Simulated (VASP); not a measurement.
Input of a VASP 6.6.1 run:

File INCAR:

```
  ALGO = Normal
  EDIFF = 1E-7
  ENCUT = 520
  GGA = PS
  ISIF = 2
  ISMEAR = 0
  LASPH = T
  LCHARG = T
  LELF = T
  LREAL = F
  LVHAR = T
  LWAVE = F
  NBANDS = 14
  NELM = 100
  PREC = Accurate
  SIGMA = 0.05
```

File KPOINTS:

```
k-points
0
Gamma
  8 8 8
```

POSCAR

```
NaCl
1.0
    0.0000000000      2.5105043688      2.5105043688
    2.5105043688      0.0000000000      2.5105043688
    2.5105043688      2.5105043688      0.0000000000
Na Cl
1 1
Direct
    0.0000000000      0.0000000000      0.0000000000
    0.5000000000      0.5000000000      0.5000000000
```

Potentials or basis: VASP PAW PBE potentials, release 64 (Na_pv, Cl).

Command:

```bash
$ cat potpaw_PBE.64/Na_pv/POTCAR potpaw_PBE.64/Cl/POTCAR > POTCAR
$ mpirun -np 1 vasp_std > vasp.out
```

Problem. What does it give for the pressure?

Solution. 18.7 GPa.

Problem. What does it give for the band gap on the k mesh?

Solution. 6.62 eV, direct.

Caveat: the PAW data sets were made with another functional, which shifts forces and pressure a little.
